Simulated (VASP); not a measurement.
A run of VASP 6.6.1 is set up as follows.

File INCAR:

```
SYSTEM = CoO
ALGO     = Normal         ! electronic algorithm
EDIFF    = 1E-6           ! SCF threshold, eV
ENCUT    = 520            ! plane-wave cutoff, eV
GGA      = PE             ! functional
ISIF     = 2              ! what is computed and relaxed
ISMEAR   = -1             ! smearing method
ISPIN    = 2              ! spin polarisation
LASPH    = .TRUE.         ! aspherical terms in the spheres
LCHARG   = .FALSE.        ! write CHGCAR
LMAXMIX  = 4              ! l up to which the mixer works
LORBIT   = 11             ! projections on sites
LREAL    = .FALSE.        ! projectors in reciprocal space
LWAVE    = .FALSE.        ! write WAVECAR
MAGMOM   = 3 0            ! initial moments
NBANDS   = 18             ! bands
NELM     = 150            ! most SCF steps
NUPDOWN  = 3.0            ! fixed moment
PREC     = Accurate       ! precision mode
SIGMA    = 0.05           ! smearing width, eV
```

File KPOINTS:

```
k-points
0
G
  10 10 10
  0 0 0
```

The input POSCAR:

```
CoO
1.0
   -1.5080000000      1.5080000000      2.1072475377
    1.5080000000     -1.5080000000      2.1072475377
    1.5080000000      1.5080000000     -2.1072475377
Co O
1 1
Direct
    0.0000000000      0.0000000000      0.0000000000
    0.5000000000      0.5000000000      0.0000000000
```

Potentials or basis: VASP PAW PBE potentials, release 64 (Co, O).

The run is started by

```console
$ cat potpaw_PBE.64/Co/POTCAR potpaw_PBE.64/O/POTCAR > POTCAR
$ mpirun -np 1 vasp_std > vasp.out
```

Q: Predict the pressure.

A: 0.4 GPa.

Stress tensor (GPa, compression positive):
```
0.19 0.00 0.00
0.00 0.19 0.00
0.00 0.00 0.82
```

Caveat: the total moment is fixed, so each spin has its own Fermi level and the state may be an excited one; a cell with one magnetic atom can't hold antiferromagnetic order, which such compounds often take.
